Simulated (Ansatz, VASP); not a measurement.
**One calculation of MgO, two programs**

INCAR

```
SYSTEM = MgO
PREC = Accurate ; ENCUT = 840
EDIFF = 1E-6 ; ISMEAR = 0
SIGMA = 0.02 ; LREAL = .FALSE.
LASPH = .TRUE. ; NELM = 120
ALGO = Normal ; ISIF = 2
LWAVE = .FALSE. ; LCHARG = .TRUE.
GGA = CA ; LELF = .TRUE.
LVHAR = .TRUE. ; NBANDS = 15
GGA_COMPAT = .FALSE.
```

File KPOINTS:

```
regular mesh
0
G
  12 12 8
  0 0 0
```

Contents of POSCAR:

```
MgO
1.0
    2.9380210000     -0.0293802100      0.0000000000
   -1.4944540100      2.5590911000      0.0000000000
    0.0000000000      0.0000000000      2.6796800000
Mg O
1 1
Direct
    0.0000000000      0.0000000000      0.0000000000
    0.3333333333      0.6666666667      0.5000000000
```

Input for Ansatz:

```yaml
crystal:
  lattice:
    - [2.938021, -0.02938021, 0.0]
    - [-1.4944540099999999, 2.5590911000000003, 0.0]
    - [0.0, 0.0, 2.67968]
  atoms:
    - { symbol: Mg, position: [0.0, 0.0, 0.0] }
    - { symbol: O, position: [0.3333333333333333, 0.6666666666666666, 0.5] }
basis:
  ecutwfc: 510.0
kpoints:
  mp_grid:
    grid: [12, 12, 8]
hamiltonian:
  xc: lda
scf:
  occupations:
    method: gaussian
    width: 0.02
output:
  stress: true
```

Alike in both runs: task single point; functional LDA; k mesh 12 × 12 × 8; occupations gaussian, width 0.02 eV; no spin polarisation.

```csv
,VASP,Ansatz
version,VASP 6.6.1,Ansatz 0.2.0
potentials or method,"VASP PAW LDA potentials, release 64 (Mg_sv, O), cutoff 840 eV","plane waves, PAW"
valence electrons in the cell,16,16
```

|  | VASP | Ansatz | Ansatz less VASP |
| --- | --- | --- | --- |
| pressure (GPa) | -9.0 | -9.3 | -0.29 |
| traceless stress, the component that is largest in VASP (GPa) | 2.30 | 2.28 | -0.014 |

LDA's correlation is that of Perdew and Zunger in VASP and of Perdew and Wang (1992) in Ansatz.
